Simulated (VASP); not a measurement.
Here is a VASP 6.6.1 calculation.

INCAR

```
PREC = Accurate
ENCUT = 520
EDIFF = 1E-6
ISMEAR = 0
SIGMA = 0.05
LREAL = F
LASPH = T
NELM = 100
ALGO = Normal
ISIF = 2
LWAVE = F
LCHARG = T
GGA = PE
LELF = T
LVHAR = T
NBANDS = 25
```

KPOINTS

```
regular mesh
0
Gamma
  6 6 10
```

File POSCAR:

```
SiO2
1.0
    4.0372407996      0.0000000000      0.0000000000
    0.0000000000      4.0372407996      0.0000000000
    0.0000000000      0.0000000000      2.4873440567
Si O
2 4
Direct
    0.5000000000      0.5000000000      0.5000000000
    0.0000000000      0.0000000000      0.0000000000
    0.6930127928      0.6930127928      0.0000000000
    0.1930127928      0.8069872072      0.5000000000
    0.3069872072      0.3069872072      0.0000000000
    0.8069872072      0.1930127928      0.5000000000
```

Potentials or basis: VASP PAW PBE potentials, release 64 (Si, O).

Launch:

```bash
$ cat potpaw_PBE.64/Si/POTCAR potpaw_PBE.64/O/POTCAR > POTCAR
$ mpirun -np 1 vasp_std > vasp.out
```

Question: What does it give for the pressure?

Answer: 78.0 GPa.

Question: Predict the largest force.

Answer: 1.563 eV/Å.

Question: Estimate the band gap on the k mesh.

Answer: 7.79 eV.

Forces on the atoms (eV/Å):
```
Si   0.000  0.000  0.000
Si   0.000  0.000  0.000
O    1.105  1.105  0.000
O    1.105 -1.105  0.000
O   -1.105 -1.105  0.000
O   -1.105  1.105  0.000
```

Caveat: the cell stands under pressure; forces of over 1 eV/Å act on the atoms, so gaps and moduli don't describe the material at rest. A k mesh can miss the band edges.
